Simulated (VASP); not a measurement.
# Rh in VASP: single point with PBE

Aim: the single point of Rh with PBE.

All numbers are computed with VASP 6.6.1; they aren't measurements. Logs are shortened: lines on timing, memory, paths and dates and some standing lists are left out, and cuts for length are marked.

## 1. The cell of the first run

The cell holds a slab with vacuum, 3 atoms: a = 2.709 Å, b = 2.709 Å, c = 19.830 Å, α = 90.00°, β = 90.00°, γ = 90.00°.

## 2. Single point, PBE

File INCAR:

```
SYSTEM = Rh
PREC = Accurate ; ENCUT = 520
EDIFF = 1E-6 ; ISMEAR = -1
SIGMA = 0.05 ; LREAL = .False.
LASPH = .True. ; NELM = 100
ALGO = Normal ; ISIF = 2
LWAVE = .False. ; LCHARG = .False.
GGA = PE ; NBANDS = 30
```

File KPOINTS:

```
Automatic mesh
0
Gamma
  13 13 1
  0 0 0
```

File POSCAR:

```
Rh
1.0
    2.7085099833      0.0000000000      0.0000000000
    0.0000000000      2.7085099833      0.0000000000
    0.0000000000      0.0000000000     19.8304000000
Rh
3
Direct
    0.0000000000      0.0000000000      0.4072414054
    0.5000000000      0.5000000000      0.4999999980
    0.0000000000      0.0000000000      0.5927585965
```

Potentials or basis: VASP PAW PBE potentials, release 64 (Rh_pv).

Launch:

```sh
$ cat potpaw_PBE.64/Rh_pv/POTCAR > POTCAR
$ mpirun -np 1 vasp_std > vasp.out
```

OUTCAR:

```text
SYSTEM = Rh
   PREC = Accurate
   ENCUT = 520
   EDIFF = 1E-6
   ISMEAR = -1
   LREAL = .False.
   LASPH = .True.
   NELM = 100
   ISIF = 2
   GGA = PE

 ion  position               nearest neighbor table
   1  0.000  0.000  0.407-   2 2.66   2 2.66   2 2.66   2 2.66
   2  0.500  0.500  0.500-   1 2.66   1 2.66   1 2.66   1 2.66   3 2.66   3 2.66   3 2.66   3 2.66

   3  0.000  0.000  0.593-   2 2.66   2 2.66   2 2.66   2 2.66

  LATTYP: Found a simple tetragonal cell.
 ALAT       =     2.7085099833
 C/A-ratio  =     7.3215163032

  Lattice vectors:

 A1 = (   2.7085099833,   0.0000000000,   0.0000000000)
 A2 = (   0.0000000000,   2.7085099833,   0.0000000000)
 A3 = (   0.0000000000,   0.0000000000,  19.8304000000)

Analysis of symmetry for initial positions (statically):
=====================================================================
 Subroutine PRICEL returns:
 Original cell was already a primitive cell.

 Routine SETGRP: Setting up the symmetry group for a
 simple tetragonal supercell.

 Subroutine GETGRP returns: Found 16 space group operations
 (whereof 16 operations were pure point group operations)
 out of a pool of 16 trial point group operations.

The static configuration has the point symmetry D_4h.

Analysis of symmetry for dynamics (positions and initial velocities):
=====================================================================
 Subroutine PRICEL returns:
 Original cell was already a primitive cell.

 Routine SETGRP: Setting up the symmetry group for a
 simple tetragonal supercell.

 Subroutine GETGRP returns: Found 16 space group operations
 (whereof 16 operations were pure point group operations)
 out of a pool of 16 trial point group operations.

The dynamic configuration has the point symmetry D_4h.

 Subroutine INISYM returns: Found 16 space group operations
 (whereof 16 operations are pure point group operations),
 and found     1 'primitive' translations

----------------------------------------------------------------------------------------

                                     Primitive cell

  volume of cell :     145.4763

  direct lattice vectors                    reciprocal lattice vectors
     2.708509983  0.000000000  0.000000000     0.369206688  0.000000000  0.000000000
     0.000000000  2.708509983  0.000000000     0.000000000  0.369206688  0.000000000
     0.000000000  0.000000000 19.830400000     0.000000000  0.000000000  0.050427626

  length of vectors
     2.708509983  2.708509983 19.830400000     0.369206688  0.369206688  0.050427626

  position of ions in fractional coordinates (direct lattice)
     0.000000000  0.000000000  0.407241405
     0.500000000  0.500000000  0.499999998
     0.000000000  0.000000000  0.592758596

  ion indices of the primitive-cell ions
   primitive index   ion index
                 1           1
                 2           2
                 3           3

----------------------------------------------------------------------------------------

 KPOINTS: Automatic mesh

Automatic generation of k-mesh.
 Grid dimensions read from file:
 generate k-points for:   13   13    1

 Generating k-lattice:

  Cartesian coordinates                     Fractional coordinates (reciprocal lattice)
     0.028400514  0.000000000  0.000000000     0.076923077  0.000000000  0.000000000
     0.000000000  0.028400514  0.000000000     0.000000000  0.076923077  0.000000000
     0.000000000  0.000000000  0.050427626     0.000000000  0.000000000  1.000000000

  Length of vectors
     0.028400514  0.028400514  0.050427626

  Shift w.r.t. Gamma in fractional coordinates (k-lattice)
     0.000000000  0.000000000  0.000000000

 Subroutine IBZKPT returns following result:
 ===========================================

 Found     28 irreducible k-points:

 Following reciprocal coordinates:
            Coordinates               Weight
  0.000000  0.000000  0.000000      1.000000
  0.076923  0.000000  0.000000      4.000000
  0.153846  0.000000  0.000000      4.000000
  0.230769  0.000000  0.000000      4.000000
  0.307692  0.000000  0.000000      4.000000
  0.384615  0.000000  0.000000      4.000000
[... 16 lines left out ...]
  0.307692  0.307692  0.000000      4.000000
  0.384615  0.307692  0.000000      8.000000
 [... further k-points ...]
   k-points           NKPTS =     28   k-points in BZ     NKDIM =     28   number of bands    NBANDS=     30
   number of dos      NEDOS =    301   number of ions     NIONS =      3
   total plane-waves  NPLWV =  60000
   dimension x,y,z NGX =    20 NGY =   20 NGZ =  150
   dimension x,y,z NGXF=    40 NGYF=   40 NGZF=  300
   ions per type =               3
   NGX,Y,Z   is equivalent  to a cutoff of  12.28, 12.28, 12.58 a.u.
   NGXF,Y,Z  is equivalent  to a cutoff of  24.55, 24.55, 25.15 a.u.
 SYSTEM =  Rh
   PREC   = accura    normal or accurate (medium, high low for compatibility)
   ISTART =      0    job   : 0-new  1-cont  2-samecut
   ICHARG =      2    charge: 1-file 2-atom 10-const
   ISPIN  =      1    spin polarized calculation?
   LNONCOLLINEAR =      F non collinear calculations
   LSORBIT =      F    spin-orbit coupling
   LASPH  =      T    aspherical Exc in radial PAW
   ENCUT  =  520.0 eV  38.22 Ry    6.18 a.u.   5.04  5.04 36.87*2*pi/ulx,y,z
   NELM   =    100;   NELMIN=  2; NELMDL= -5     # of ELM steps
   EDIFF  = 0.1E-05   stopping-criterion for ELM
   LREAL  =      F    real-space projection
   EDIFFG = 0.1E-04   stopping-criterion for IOM
   NSW    =      0    number of steps for IOM
   IBRION =     -1    ionic relax: 0-MD 1-quasi-New 2-CG
   NFREE  =      0    steps in history (QN), initial steepest desc. (CG)
   ISIF   =      2    stress and relaxation
   ISYM   =      2    0-nonsym 1-usesym 2-fastsym
   POTIM  = 0.5000    time-step for ionic-motion
   TEBEG  =    0.0;   TEEND  =   0.0 temperature during run
   PSTRESS=    0.0 pullay stress
   NELECT =      45.0000    total number of electrons
   NUPDOWN=      -1.0000    fix difference up-down
   EMIN   =  10.00;   EMAX   =-10.00  energy-range for DOS
   EFERMI =   0.00;   METHOD = LEGACY
   ISMEAR =    -1;   SIGMA  =   0.05  broadening in eV -4-tet -1-fermi 0-gaus
   EFERMI_NEDOS =   21; number of points for ismear=-14 and -15
   IALGO  =     38    algorithm
   IMIX   =      4    mixing-type and parameters
     AMIX     =   0.40;   BMIX     =  1.00
     AMIX_MAG =   1.60;   BMIX_MAG =  1.00
  volume/ion in A,a.u.               =      48.49       327.24
  Fermi-wavevector in a.u.,A,eV,Ry     =   1.107171  2.092251 16.678411  1.225829
  Thomas-Fermi vector in A             =   2.243682
   LORBIT       =      0    0 simple, 1 ext, 2 COOP (PROOUT), +10 PAW based schemes
   GGA     = PE    functional components
   LHFCALC =     F    Hartree Fock is set to
   AEXX    =    0.0000 exact exchange contribution
   IVDW    =     0    specifies the selected vdW correction
   LEPSILON=     F    determine dielectric tensor
   LRPA    =     F    only Hartree local field effects (RPA)
 non-spin polarized calculation
  energy-cutoff  :      520.00
  volume of cell :      145.48
 maximum number of plane-waves:      3947
   NGX = 11   NGY = 11   NGZ = 73

 number of electron      45.0000018 magnetization

 Free energy of the ion-electron system (eV)
  ---------------------------------------------------
  ext. energy  EPLUGINS =         0.00000000
  ---------------------------------------------------
  free energy    TOTEN  =       -19.66819626 eV

  energy without entropy =      -19.62924239  energy(sigma->0) =      -19.64871932

 E-fermi :  -0.1264     XC(G=0):  -4.9715

 val. band max:       -0.1376944973   @ k =   0.4615   0.4615   0.0000
 cond. band min:      -0.0946624262   @ k =   0.0769   0.0000   0.0000
 fundamental gap:      0.0430320711
 Fermi energy:        -0.1264331428

 k-point     1 :       0.0000    0.0000    0.0000
  band No.  band energies     occupation
      1     -46.9919      2.00000
      2     -46.7818      2.00000
      3     -46.7818      2.00000
      4     -46.2020      2.00000
      5     -46.1109      2.00000
      6     -46.1109      2.00000
[... 22 lines left out ...]
     29       4.5915      0.00000
     30       5.1172      0.00000

 k-point     2 :       0.0769    0.0000    0.0000
  band No.  band energies     occupation
      1     -46.9889      2.00000
      2     -46.8071      2.00000
      3     -46.7789      2.00000
      4     -46.1958      2.00000
      5     -46.1386      2.00000
      6     -46.1120      2.00000
[... 22 lines left out ...]
     29       4.7154      0.00000
     30       5.2832      0.00000

 k-point     3 :       0.1538    0.0000    0.0000
  band No.  band energies     occupation
      1     -46.9815      2.00000
      2     -46.8747      2.00000
      3     -46.7711      2.00000
      4     -46.1939      2.00000
      5     -46.1888      2.00000
      6     -46.1564      2.00000
[... 22 lines left out ...]
     29       5.0843      0.00000
     30       5.7752      0.00000

 k-point     4 :       0.2308    0.0000    0.0000
  band No.  band energies     occupation
      1     -46.9740      2.00000
      2     -46.9657      2.00000
      3     -46.7600      2.00000
      4     -46.2655      2.00000
      5     -46.2492      2.00000
      6     -46.1479      2.00000
[... 22 lines left out ...]
     29       5.6907      0.00000
     30       6.5401      0.00000

 k-point     5 :       0.3077    0.0000    0.0000
  band No.  band energies     occupation
      1     -47.0583      2.00000
      2     -46.9714      2.00000
      3     -46.7481      2.00000
      4     -46.3536      2.00000
      5     -46.3037      2.00000
      6     -46.1317      2.00000
[... 22 lines left out ...]
     29       6.5159      0.00000
     30       7.4258      0.00000
[... 526 lines left out ...]
     29       7.5999      0.00000
     30       8.6930      0.00000

 k-point    22 :       0.4615    0.2308    0.0000
  band No.  band energies     occupation
      1     -47.1473      2.00000
      2     -46.9215      2.00000
      3     -46.9180      2.00000
      4     -46.4207      2.00000
      5     -46.3825      2.00000
      6     -46.2365      2.00000
[... 22 lines left out ...]
     29       6.6923      0.00000
     30       9.3762      0.00000

 k-point    23 :       0.3077    0.3077    0.0000
  band No.  band energies     occupation
      1     -47.0249      2.00000
      2     -47.0163      2.00000
      3     -46.9097      2.00000
      4     -46.3300      2.00000
      5     -46.3257      2.00000
      6     -46.2933      2.00000
[... 22 lines left out ...]
     29       8.4661      0.00000
     30       8.8450      0.00000

 k-point    24 :       0.3846    0.3077    0.0000
  band No.  band energies     occupation
      1     -47.0942      2.00000
      2     -47.0124      2.00000
      3     -46.8946      2.00000
      4     -46.3727      2.00000
      5     -46.3721      2.00000
      6     -46.3120      2.00000
[... 22 lines left out ...]
     29       8.5556      0.00000
     30       9.5249      0.00000

 [... further k-points ...]
[... 5 lines left out ...]
  --------------------------------------------------------------------------------------
  -------------------------------------------------------------------------------------
  Total       -2.0205032     -2.0205032     -0.0392818      0.0000000      0.0000000      0.0000000
  in kB      -22.2524463    -22.2524463     -0.4326233      0.0000000      0.0000000      0.0000000
  external PRESSURE =     -14.9791720 kB  Pullay stress =       0.0000000 kB

 VOLUME and BASIS-vectors are now :
 -----------------------------------------------------------------------------
  energy-cutoff  :      520.00
  volume of cell :      145.48
      direct lattice vectors                 reciprocal lattice vectors
     2.708509983  0.000000000  0.000000000     0.369206688  0.000000000  0.000000000
     0.000000000  2.708509983  0.000000000     0.000000000  0.369206688  0.000000000
     0.000000000  0.000000000 19.830400000     0.000000000  0.000000000  0.050427626

 POSITION                                       TOTAL-FORCE (eV/Angst)
 -----------------------------------------------------------------------------------
      0.00000      0.00000      8.07576         0.000000      0.000000      0.005227
      1.35425      1.35425      9.91520         0.000000      0.000000      0.000000
      0.00000      0.00000     11.75464         0.000000      0.000000     -0.005227
 -----------------------------------------------------------------------------------
    total drift:                                0.000000     -0.000000      0.000010

  FREE ENERGIE OF THE ION-ELECTRON SYSTEM (eV)
  ---------------------------------------------------
  free  energy   TOTEN  =       -19.6681962568 eV

  energy  without entropy=      -19.6292423891  energy(sigma->0) =      -19.64871932
```

Run time: 68 s. Hardware: 1 thread of AMD EPYC 9R45 (Zen 5), shared host; peak memory 0.24 GiB.

What came out:

```
Free energy   : -19.6682 eV
Largest force : 0.005 eV/Å
```

Forces in eV/Å, atoms in the order of the input:
```
Rh   0.000  0.000  0.005
Rh   0.000  0.000  0.000
Rh   0.000  0.000 -0.005
```
